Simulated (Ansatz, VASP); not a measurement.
One calculation of Pd, two programs

The input INCAR:

```
SYSTEM = Pd
  PREC = Accurate
  ENCUT = 520
  EDIFF = 1E-7
  ISMEAR = -1
  SIGMA = 0.05
  LREAL = .False.
  LASPH = .True.
  NELM = 80
  ALGO = Normal
  ISIF = 2
  LWAVE = .False.
  LCHARG = .False.
  GGA = PS
  NBANDS = 39
```

The input KPOINTS:

```
Automatic mesh
0
Gamma
  10 10 1
  0 0 0
```

The input POSCAR:

```
Pd
1.0
    2.7505039575      0.0000000000      0.0000000000
    0.0000000000      2.7505039575      0.0000000000
    0.0000000000      0.0000000000     24.7245000000
Pd
6
Direct
    0.5000000000      0.5000000000      0.3033428381
    0.0000000000      0.0000000000      0.3820057028
    0.5000000000      0.5000000000      0.4606685676
    0.0000000000      0.0000000000      0.5393314324
    0.5000000000      0.5000000000      0.6179942972
    0.0000000000      0.0000000000      0.6966571619
```

The input input.yaml:

```yaml
crystal:
  lattice:
    - [2.7505039575, 0.0, 0.0]
    - [0.0, 2.7505039575, 0.0]
    - [0.0, 0.0, 24.7245]
  atoms:
    - { symbol: Pd, position: [0.5, 0.5, 0.3033428381] }
    - { symbol: Pd, position: [0.0, 0.0, 0.3820057028] }
    - { symbol: Pd, position: [0.5, 0.5, 0.4606685676] }
    - { symbol: Pd, position: [0.0, 0.0, 0.5393314324] }
    - { symbol: Pd, position: [0.5, 0.5, 0.6179942972] }
    - { symbol: Pd, position: [0.0, 0.0, 0.6966571619] }
kpoints:
  mp_grid: { grid: [10, 10, 1] }
scf:
  occupations: { method: fermi_dirac, width: 0.05 }
hamiltonian:
  xc: pbesol
  pseudopotentials: { kind: all_electron, lapw: { basis_error: 0.002 } }
output:
  forces: true
  stress: true
  eigenvalues: true
```

Alike in both runs: task single point; functional PBEsol; k mesh 10 × 10 × 1; occupations fermi-dirac, width 0.05 eV; no spin polarisation.

|  | VASP | Ansatz |
| --- | --- | --- |
| version | VASP 6.6.1 | Ansatz 0.2.0 |
| potentials or method | VASP PAW PBE potentials, release 64 (Pd), cutoff 520 eV | all-electron LAPW, scalar-relativistic |

```csv
,VASP,Ansatz,Ansatz less VASP
gap on the k mesh at the Fermi level (eV),none,none,-
rms of the force components (eV/Å),0.093,0.090,-0.0029
```

VASP's potentials were made for PBE, not for PBEsol. Atom by atom the forces differ by 0.003 eV/Å (rms over components). A gap of «none» marks a metal or a gap that the smearing closes. Ansatz ran all-electron here, and VASP with PAW potentials.
